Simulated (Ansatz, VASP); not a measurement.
**SnO: VASP beside Ansatz**

The input INCAR:

```
ALGO = Normal
EDIFF = 1E-6
ENCUT = 600
GGA = PS
GGA_COMPAT = False
ISIF = 2
ISMEAR = 0
LASPH = True
LCHARG = False
LREAL = False
LWAVE = False
NBANDS = 17
NELM = 120
PREC = Accurate
SIGMA = 0.05
```

File KPOINTS:

```
k-points
0
Gamma
  6 6 6
```

POSCAR

```
SnO
1.0
    3.0830730817      0.0000000000      0.0000000000
    0.0000000000      3.0830730817      0.0000000000
    0.0000000000      0.0000000000      3.0830730817
Sn O
1 1
Direct
    0.0000000000      0.0000000000      0.0000000000
    0.5000000000      0.5000000000      0.5000000000
```

Input for Ansatz:

```yaml
crystal:
  lattice:
    - [3.0830730817, 0.0, 0.0]
    - [0.0, 3.0830730817, 0.0]
    - [0.0, 0.0, 3.0830730817]
  atoms:
    - { symbol: Sn, position: [0.0, 0.0, 0.0] }
    - { symbol: O, position: [0.5, 0.5, 0.5] }
basis:
  ecutwfc: 420
kpoints:
  mp_grid: { grid: [6, 6, 6] }
hamiltonian:
  xc: pbesol
scf:
  occupations: { method: gaussian, width: 0.05 }
output:
  forces: true
  stress: true
  eigenvalues: true
```

Alike in both runs: task single point; functional PBEsol; k mesh 6 × 6 × 6; occupations gaussian, width 0.05 eV; no spin polarisation.

|  | VASP | Ansatz |
| --- | --- | --- |
| version | VASP 6.6.1 | Ansatz 0.2.0 |
| potentials or method | VASP PAW PBE potentials, release 64 (Sn_d, O), cutoff 600 eV | scalar-relativistic, plane waves, PAW |
| valence electrons in the cell | 20 | 20 |

```csv
,VASP,Ansatz,Ansatz less VASP
gap on the k mesh at the Fermi level (eV),0.09,0.09,+0.006
least direct gap on the mesh (eV),0.85,0.85,+0.001
pressure (GPa),0.1,0.1,+0.05
```

VASP's potentials were made for PBE, not for PBEsol.
